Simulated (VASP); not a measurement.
Set up this calculation in VASP 6.6.1, as the native input.

```yaml
Task: single point
Functional: PBE
Potentials_or_basis: VASP PAW PBE potentials, release 64 (Mn_pv, O)
Cutoff: 520 eV
k_mesh: 21 × 21 × 21
Occupations: fermi-dirac, width 0.0612256 eV
Spin: no spin polarisation
Dipole_correction: no
Further_INCAR_settings: ALGO = Normal; EDIFF = 1e-07; NBANDS = 20
```

The structure of MnO2 (fluorite type) lies in POSCAR:

```
MnO2
1.0
    0.0000000000      2.2627424124      2.2627424124
    2.2627424124      0.0000000000      2.2627424124
    2.2627424124      2.2627424124      0.0000000000
Mn O
1 2
Direct
    0.0000000000      0.0000000000      0.0000000000
    0.2500000000      0.2500000000      0.2500000000
    0.7500000000      0.7500000000      0.7500000000
```

The input as run:

INCAR

```
SYSTEM = MnO2
  PREC = Accurate
  ENCUT = 520
  EDIFF = 1E-7
  ISMEAR = -1
  SIGMA = 0.06122561905347299
  LREAL = .False.
  LASPH = .True.
  NELM = 80
  ALGO = Normal
  ISIF = 2
  LWAVE = .False.
  LCHARG = .False.
  GGA = PE
  NBANDS = 20
```

KPOINTS

```
Automatic mesh
0
Gamma
  21 21 21
  0 0 0
```

Potentials or basis: VASP PAW PBE potentials, release 64 (Mn_pv, O).

Launch:

```sh
$ cat potpaw_PBE.64/Mn_pv/POTCAR potpaw_PBE.64/O/POTCAR > POTCAR
$ mpirun -np 1 vasp_std > vasp.out
```

Results of the run:

* Pressure: 20.9 GPa
* Band gap on the k mesh: zero (an odd number of electrons rules out a gap without spin polarisation)

Caveat: the cell stands under pressure; an odd number of electrons without spin polarisation forces a metal; a magnetic or distorted state may lie lower; the run has no spin polarisation, though such a crystal can be magnetic; semilocal functionals often make such compounds metallic where correlation or magnetic order opens a gap, which also shifts bond lengths.

Run time: 3 min on 1 thread of Intel Xeon 8259CL (shared host), peak memory 0.24 GiB.
